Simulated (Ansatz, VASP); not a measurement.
Two plane-wave programs on InSb3

```
In Sb
1.0
     5.00973    0.00000    0.00000
     0.00000    5.00973    0.00000
     0.00000    0.00000    4.43712
In Sb
1 3
Direct
  0.00000 0.00000 0.00000
  0.50000 0.00000 0.50000
  0.00000 0.50000 0.50000
  0.50000 0.50000 0.00000
```

Alike in both runs: task single point; functional PBEsol; k mesh 10 × 10 × 10; occupations gaussian, width 0.15 eV; no spin polarisation.

|  | VASP | Ansatz |
| --- | --- | --- |
| version | VASP 6.6.1 | Ansatz 0.2.0 |
| potentials or method | VASP PAW PBE potentials, release 64 (In_d, Sb), cutoff 520 eV | scalar-relativistic, plane waves, PAW |
| valence electrons in the cell | 28 | 58 |

```tsv
	VASP	Ansatz	Ansatz less VASP
gap on the k mesh at the Fermi level (eV)	none	none	-
pressure (GPa)	-2.8	-2.8	+0.01
traceless stress, the component that is largest in VASP (GPa)	-0.37	-0.38	-0.002
```

VASP's potentials were made for PBE, not for PBEsol, and Ansatz warns of the same on its side. A gap of «none» marks a metal or a gap that the smearing closes. VASP's potentials hold 28 valence electrons a cell and Ansatz's 58, so a difference there can come from the potentials and not from the codes.

Neither program's run includes spin-orbit coupling.
